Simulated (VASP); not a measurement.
Set up this calculation in VASP 6.6.1, as the native input.

```yaml
Task: single point
Functional: r2SCAN
Potentials_or_basis: VASP PAW PBE potentials, release 64 (Zn, S)
Cutoff: 520 eV
k_mesh: 6 × 6 × 4
Occupations: gaussian, width 0.05 eV
Spin: no spin polarisation
Dipole_correction: no
Further_INCAR_settings: ALGO = Normal; EDIFF = 1e-06; NBANDS = 26
```

The system is ZnS.

```
Zn S
1.0
     3.96344    0.00000    0.00000
    -1.98172    3.30042    0.00000
     0.00000    0.00000    6.23400
Zn S
2 2
Direct
  0.33333 0.66667 0.00000
  0.66667 0.33333 0.50000
  0.33333 0.66667 0.38500
  0.66667 0.33333 0.88500
```

This cell differs from its parent crystal: strain +0.0400 x Voigt [1, 0, 0, 0, 0, 0].

These files were run (other wordings do the same):

POSCAR

```
ZnS
1.0
    3.9634387328      0.0000000000      0.0000000000
   -1.9817193664      3.3004217586      0.0000000000
    0.0000000000      0.0000000000      6.2340000000
Zn S
2 2
Direct
    0.3333333333      0.6666666667      0.0000000000
    0.6666666667      0.3333333333      0.5000000000
    0.3333333333      0.6666666667      0.3850000000
    0.6666666667      0.3333333333      0.8850000000
```

INCAR.step1

```
PREC = Accurate ; ENCUT = 520
ISMEAR = 0 ; SIGMA = 0.05
LREAL = False ; LASPH = True
NELM = 80 ; NBANDS = 26
GGA = PE ; ALGO = Normal
EDIFF = 1E-4 ; LWAVE = True
LCHARG = False
```

INCAR.step2

```
PREC = Accurate ; ENCUT = 520
EDIFF = 1E-6 ; ISMEAR = 0
SIGMA = 0.05 ; LREAL = False
LASPH = True ; NELM = 80
ALGO = Normal ; ISIF = 2
LWAVE = False ; LCHARG = False
METAGGA = R2SCAN ; LMIXTAU = True
NBANDS = 26 ; ISTART = 1
```

KPOINTS

```
regular mesh
0
Gamma
  6 6 4
```

Potentials or basis: VASP PAW PBE potentials, release 64 (Zn, S).

Launch:

```bash
$ cat potpaw_PBE.64/Zn/POTCAR potpaw_PBE.64/S/POTCAR > POTCAR
$ cp INCAR.step1 INCAR
$ mpirun -np 1 vasp_std > vasp.out
$ cp INCAR.step2 INCAR
$ mpirun -np 1 vasp_std > vasp.out
```

It gave:

```json
{"Pressure": "-2.7 GPa", "Largest force": "0.314 eV/Å", "Band gap on the k mesh": "2.58 eV, direct"}
```

Caveat: the cell differs from its parent crystal (strain +0.0400 x Voigt [1, 0, 0, 0, 0, 0]); the PAW data sets were made with another functional, which shifts forces and pressure a little.

Wall time 10 min on 1 thread of AMD EPYC 7R13 (shared host), peak memory 0.22 GiB.
